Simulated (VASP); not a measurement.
A run of VASP 6.6.1:

The input INCAR:

```
PREC = Accurate ; ENCUT = 520
EDIFF = 1E-6 ; ISMEAR = -1
SIGMA = 0.02 ; LREAL = False
LASPH = True ; NELM = 80
ALGO = Normal ; ISIF = 2
LWAVE = False ; LCHARG = False
GGA = PE ; NBANDS = 33
```

File KPOINTS:

```
regular mesh
0
Gamma
  1 1 1
```

File POSCAR:

```
H9O4F
1.0
    5.5331330000      0.0000000000      0.0000000000
    0.0000000000      5.5331330000      0.0000000000
    0.0000000000      0.0000000000      5.5331330000
O H F
4 9 1
Direct
    0.3968719657      0.3884126233      0.6038296480
   -0.0619482253      0.0293785240      0.1734568703
    0.5267052465      0.0305634157     -0.0879195469
    0.7402196404      0.7533053374      0.5560289877
    0.5206830794      0.5158168817      0.5744054726
    0.4690263405      0.2684099545      0.7162086588
   -0.1057455539     -0.0581043669      0.3240701494
   -0.0157506521      0.1908745120      0.2225733453
    0.6675297717      0.0372304778      0.0242895757
    0.3842514034     -0.0139395579      0.0052036752
    0.6545844184      0.8568871619      0.6739805072
    0.8639280738      0.6717711578      0.6576060581
    0.1989311108      0.4668736136      0.7354147523
    0.0471154807      0.5125379652      0.8351159464
```

Potentials or basis: VASP PAW PBE potentials, release 64 (O, H, F).

Run with:

```console
$ cat potpaw_PBE.64/O/POTCAR potpaw_PBE.64/H/POTCAR potpaw_PBE.64/F/POTCAR > POTCAR
$ mpirun -np 1 vasp_gam > vasp.out
```

Hardware: 1 thread of Intel Xeon 8259CL, with other jobs on the host.

Q: How long does it take, and how much memory?

A: It took 29 s on 1 thread of Intel Xeon 8259CL (shared host), peak memory 0.23 GiB. Counts: scf iterations 15, k points 1.
